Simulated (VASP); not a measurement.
# ScAl (Pm-3m) in VASP: single point with LDA

Aim: the single point of ScAl with LDA.

Program: VASP 6.6.1. These are calculated values, not measurements. Logs are shortened: lines on timing, memory, paths and dates and some standing lists are left out, and cuts for length are marked.

**1. The cell of the first run**

It takes space group Pm-3m (No. 221, cubic). The conventional cell has a = 3.370 Å, b = 3.370 Å, c = 3.370 Å, α = 90.00°, β = 90.00°, γ = 90.00°. Within 3.8 Å of Sc (site symmetry m-3m) lie 8 Al at 2.92 Å and 6 Sc at 3.37 Å. Within 3.8 Å of Al (site symmetry m-3m) lie 8 Sc at 2.92 Å and 6 Al at 3.37 Å.

**2. Single point, LDA**

The input, INCAR:

```
SYSTEM = ScAl
ALGO = Normal
EDIFF = 1E-6
ENCUT = 520
ISIF = 2
ISMEAR = 1
LASPH = .TRUE.
LCHARG = .TRUE.
LELF = .TRUE.
LREAL = .FALSE.
LVHAR = .TRUE.
LWAVE = .FALSE.
NBANDS = 14
NELM = 60
PREC = Accurate
SIGMA = 0.1
```

The input, KPOINTS:

```
k-points
0
G
  4 4 4
  0 0 0
```

The input, POSCAR:

```
ScAl
1.0
    3.3703490000      0.0000000000      0.0000000000
    0.0000000000      3.3703490000      0.0000000000
    0.0000000000      0.0000000000      3.3703490000
Sc Al
1 1
Direct
    0.5000000000      0.5000000000      0.5000000000
    0.0000000000      0.0000000000      0.0000000000
```

Potentials or basis: VASP PAW LDA potentials, release 64 (Sc_sv, Al).

Started as:

```
$ cat potpaw_LDA.64/Sc_sv/POTCAR potpaw_LDA.64/Al/POTCAR > POTCAR
$ mpirun -np 1 vasp_std > vasp.out
```

OUTCAR:

```text
SYSTEM = ScAl
   EDIFF = 1E-6
   ENCUT = 520
   ISIF = 2
   ISMEAR = 1
   LASPH = .TRUE.
   LREAL = .FALSE.
   NELM = 60
   PREC = Accurate

 ion  position               nearest neighbor table
   1  0.500  0.500  0.500-   2 2.92   2 2.92   2 2.92   2 2.92   2 2.92   2 2.92   2 2.92   2 2.92

   2  0.000  0.000  0.000-   1 2.92   1 2.92   1 2.92   1 2.92   1 2.92   1 2.92   1 2.92   1 2.92

  LATTYP: Found a simple cubic cell.
 ALAT       =     3.3703490000

  Lattice vectors:

 A1 = (   3.3703490000,   0.0000000000,   0.0000000000)
 A2 = (   0.0000000000,   3.3703490000,   0.0000000000)
 A3 = (   0.0000000000,   0.0000000000,   3.3703490000)

Analysis of symmetry for initial positions (statically):
=====================================================================
 Subroutine PRICEL returns:
 Original cell was already a primitive cell.

 Routine SETGRP: Setting up the symmetry group for a
 simple cubic supercell.

 Subroutine GETGRP returns: Found 48 space group operations
 (whereof 48 operations were pure point group operations)
 out of a pool of 48 trial point group operations.

The static configuration has the point symmetry O_h .

Analysis of symmetry for dynamics (positions and initial velocities):
=====================================================================
 Subroutine PRICEL returns:
 Original cell was already a primitive cell.

 Routine SETGRP: Setting up the symmetry group for a
 simple cubic supercell.

 Subroutine GETGRP returns: Found 48 space group operations
 (whereof 48 operations were pure point group operations)
 out of a pool of 48 trial point group operations.

The dynamic configuration has the point symmetry O_h .

 Subroutine INISYM returns: Found 48 space group operations
 (whereof 48 operations are pure point group operations),
 and found     1 'primitive' translations

----------------------------------------------------------------------------------------

                                     Primitive cell

  volume of cell :      38.2846

  direct lattice vectors                    reciprocal lattice vectors
     3.370349000  0.000000000  0.000000000     0.296705178  0.000000000  0.000000000
     0.000000000  3.370349000  0.000000000     0.000000000  0.296705178  0.000000000
     0.000000000  0.000000000  3.370349000     0.000000000  0.000000000  0.296705178

  length of vectors
     3.370349000  3.370349000  3.370349000     0.296705178  0.296705178  0.296705178

  position of ions in fractional coordinates (direct lattice)
     0.500000000  0.500000000  0.500000000
     0.000000000  0.000000000  0.000000000

  ion indices of the primitive-cell ions
   primitive index   ion index
                 1           1
                 2           2

----------------------------------------------------------------------------------------

 KPOINTS: k-points

Automatic generation of k-mesh.
 Grid dimensions read from file:
 generate k-points for:    4    4    4

 Generating k-lattice:

  Cartesian coordinates                     Fractional coordinates (reciprocal lattice)
     0.074176295  0.000000000  0.000000000     0.250000000  0.000000000  0.000000000
     0.000000000  0.074176295  0.000000000     0.000000000  0.250000000  0.000000000
     0.000000000  0.000000000  0.074176295     0.000000000  0.000000000  0.250000000

  Length of vectors
     0.074176295  0.074176295  0.074176295

  Shift w.r.t. Gamma in fractional coordinates (k-lattice)
     0.000000000  0.000000000  0.000000000

 Subroutine IBZKPT returns following result:
 ===========================================

 Found     10 irreducible k-points:

 Following reciprocal coordinates:
            Coordinates               Weight
  0.000000  0.000000  0.000000      1.000000
  0.250000  0.000000  0.000000      6.000000
  0.500000  0.000000  0.000000      3.000000
  0.250000  0.250000  0.000000     12.000000
  0.500000  0.250000  0.000000     12.000000
  0.500000  0.500000  0.000000      3.000000
  0.250000  0.250000  0.250000      8.000000
  0.500000  0.250000  0.250000     12.000000
  0.500000  0.500000  0.250000      6.000000
  0.500000  0.500000  0.500000      1.000000
   k-points           NKPTS =     10   k-points in BZ     NKDIM =     10   number of bands    NBANDS=     14
   number of dos      NEDOS =    301   number of ions     NIONS =      2
   total plane-waves  NPLWV =  21952
   dimension x,y,z NGX =    28 NGY =   28 NGZ =   28
   dimension x,y,z NGXF=    56 NGYF=   56 NGZF=   56
   ions per type =               1   1
   NGX,Y,Z   is equivalent  to a cutoff of  13.81, 13.81, 13.81 a.u.
   NGXF,Y,Z  is equivalent  to a cutoff of  27.62, 27.62, 27.62 a.u.
 SYSTEM =  ScAl
   PREC   = accura    normal or accurate (medium, high low for compatibility)
   ISTART =      0    job   : 0-new  1-cont  2-samecut
   ICHARG =      2    charge: 1-file 2-atom 10-const
   ISPIN  =      1    spin polarized calculation?
   LNONCOLLINEAR =      F non collinear calculations
   LSORBIT =      F    spin-orbit coupling
   LASPH  =      T    aspherical Exc in radial PAW
   ENCUT  =  520.0 eV  38.22 Ry    6.18 a.u.   6.27  6.27  6.27*2*pi/ulx,y,z
   NELM   =     60;   NELMIN=  2; NELMDL= -5     # of ELM steps
   EDIFF  = 0.1E-05   stopping-criterion for ELM
   LREAL  =      F    real-space projection
   EDIFFG = 0.1E-04   stopping-criterion for IOM
   NSW    =      0    number of steps for IOM
   IBRION =     -1    ionic relax: 0-MD 1-quasi-New 2-CG
   NFREE  =      0    steps in history (QN), initial steepest desc. (CG)
   ISIF   =      2    stress and relaxation
   ISYM   =      2    0-nonsym 1-usesym 2-fastsym
   POTIM  = 0.5000    time-step for ionic-motion
   TEBEG  =    0.0;   TEEND  =   0.0 temperature during run
   PSTRESS=    0.0 pullay stress
   NELECT =      14.0000    total number of electrons
   NUPDOWN=      -1.0000    fix difference up-down
   EMIN   =  10.00;   EMAX   =-10.00  energy-range for DOS
   EFERMI =   0.00;   METHOD = LEGACY
   ISMEAR =     1;   SIGMA  =   0.10  broadening in eV -4-tet -1-fermi 0-gaus
   EFERMI_NEDOS =   21; number of points for ismear=-14 and -15
   IALGO  =     38    algorithm
   IMIX   =      4    mixing-type and parameters
     AMIX     =   0.40;   BMIX     =  1.00
     AMIX_MAG =   1.60;   BMIX_MAG =  1.00
  volume/ion in A,a.u.               =      19.14       129.18
  Fermi-wavevector in a.u.,A,eV,Ry     =   1.170692  2.212287 18.647052  1.370520
  Thomas-Fermi vector in A             =   2.307147
   LORBIT       =      0    0 simple, 1 ext, 2 COOP (PROOUT), +10 PAW based schemes
   GGA     = CA    functional components
   LHFCALC =     F    Hartree Fock is set to
   AEXX    =    0.0000 exact exchange contribution
   IVDW    =     0    specifies the selected vdW correction
   LEPSILON=     F    determine dielectric tensor
   LRPA    =     F    only Hartree local field effects (RPA)
 non-spin polarized calculation
 Methfessel and Paxton  Order N= 1 SIGMA  =   0.10
  energy-cutoff  :      520.00
  volume of cell :       38.28
 maximum number of plane-waves:      1064
 NGX is ok and might be reduce to    28
   NGX = 13   NGY = 13   NGZ = 13

 number of electron      14.0000002 magnetization

 Free energy of the ion-electron system (eV)
  ---------------------------------------------------
  ext. energy  EPLUGINS =         0.00000000
  ---------------------------------------------------
  free energy    TOTEN  =       -11.88862288 eV

  energy without entropy =      -11.88734810  energy(sigma->0) =      -11.88819795

 E-fermi :   5.5436     XC(G=0): -10.5338

 val. band max:        5.5003317908   @ k =   0.2500   0.0000   0.0000
 cond. band min:       5.8971498467   @ k =   0.2500   0.2500   0.2500
 fundamental gap:      0.3968180559
 Fermi energy:         5.5436226424

 k-point     1 :       0.0000    0.0000    0.0000
  band No.  band energies     occupation
      1     -43.1263      2.00000
      2     -22.0480      2.00000
      3     -22.0480      2.00000
      4     -22.0480      2.00000
      5      -2.5621      2.00000
      6       5.1050      2.00000
      7       5.1050      2.00000
      8       8.3951      0.00000
      9       8.3951      0.00000
     10       8.3951      0.00000
     11       9.5899      0.00000
     12       9.5899      0.00000
     13       9.5899      0.00000
     14      14.4756      0.00000

 k-point     2 :       0.2500    0.0000    0.0000
  band No.  band energies     occupation
      1     -43.1185      2.00000
      2     -22.1407      2.00000
      3     -22.0397      2.00000
      4     -22.0397      2.00000
      5      -1.6920      2.00000
      6       3.9392      2.00000
      7       5.5003      1.66211
      8       7.1559     -0.00000
      9       7.1559     -0.00000
     10       8.5046      0.00000
     11       8.7390      0.00000
     12      11.4701      0.00000
     13      11.4701      0.00000
     14      13.2251      0.00000

 k-point     3 :       0.5000    0.0000    0.0000
  band No.  band energies     occupation
      1     -43.1107      2.00000
      2     -22.2318      2.00000
      3     -22.0315      2.00000
      4     -22.0315      2.00000
      5       0.2266      2.00000
      6       1.3272      2.00000
      7       5.9991     -0.00000
      8       6.5220     -0.00000
      9       6.5220     -0.00000
     10       8.6189      0.00000
     11       9.4959      0.00000
     12      11.9825      0.00000
     13      14.3277      0.00000
     14      14.4221      0.00000
[... 86 lines left out ...]
 k-point     9 :       0.5000    0.5000    0.2500
  band No.  band energies     occupation
      1     -43.0884      2.00000
      2     -22.1926      2.00000
      3     -22.1926      2.00000
      4     -22.0987      2.00000
      5       1.8599      2.00000
      6       3.6406      2.00000
      7       3.6406      2.00000
      8       6.2129     -0.00000
      9       7.9368      0.00000
     10       7.9368      0.00000
     11       7.9929      0.00000
     12       9.4013      0.00000
     13      10.6793      0.00000
     14      12.4729      0.00000

 k-point    10 :       0.5000    0.5000    0.5000
  band No.  band energies     occupation
      1     -43.0811      2.00000
      2     -22.1809      2.00000
      3     -22.1809      2.00000
      4     -22.1809      2.00000
      5       3.2911      2.00000
      6       3.2911      2.00000
      7       3.2911      2.00000
      8       5.3580      2.02475
      9       8.7923      0.00000
     10       8.7923      0.00000
     11       8.7923      0.00000
     12       9.4352      0.00000
     13       9.4352      0.00000
     14      12.4768      0.00000

------------------------ aborting loop because EDIFF is reached ----------------------------------------

  FORCE on cell =-STRESS in cart. coord.  units (eV):
  Direction    XX          YY          ZZ          XY          YZ          ZX
  --------------------------------------------------------------------------------------
  -------------------------------------------------------------------------------------
  Total       -0.8982987     -0.8982987     -0.8982987      0.0000000      0.0000000      0.0000000
  in kB      -37.5929798    -37.5929798    -37.5929798      0.0000000      0.0000000      0.0000000
  external PRESSURE =     -37.5929798 kB  Pullay stress =       0.0000000 kB

 VOLUME and BASIS-vectors are now :
 -----------------------------------------------------------------------------
  energy-cutoff  :      520.00
  volume of cell :       38.28
      direct lattice vectors                 reciprocal lattice vectors
     3.370349000  0.000000000  0.000000000     0.296705178  0.000000000  0.000000000
     0.000000000  3.370349000  0.000000000     0.000000000  0.296705178  0.000000000
     0.000000000  0.000000000  3.370349000     0.000000000  0.000000000  0.296705178

 POSITION                                       TOTAL-FORCE (eV/Angst)
 -----------------------------------------------------------------------------------
      1.68517      1.68517      1.68517         0.000000      0.000000      0.000000
      0.00000      0.00000      0.00000         0.000000      0.000000      0.000000
 -----------------------------------------------------------------------------------
    total drift:                                0.000000      0.000000      0.000000

  FREE ENERGIE OF THE ION-ELECTRON SYSTEM (eV)
  ---------------------------------------------------
  free  energy   TOTEN  =       -11.8886228756 eV

  energy  without entropy=      -11.8873481000  energy(sigma->0) =      -11.88819795
```

Wall time 2.7 s (1 thread of Intel Xeon 6975P-C (Granite Rapids), shared host); peak memory 0.13 GiB.

Results:

| Quantity | Value |
| --- | --- |
| Free energy | -11.8886 eV |
| Pressure | -3.8 GPa |
| Band gap on the k mesh | zero (band 7 reaches 6.00 eV, above the bottom of band 8 at 4.96 eV) |

Caveat: the k points lie up to 0.47 Å⁻¹ apart.
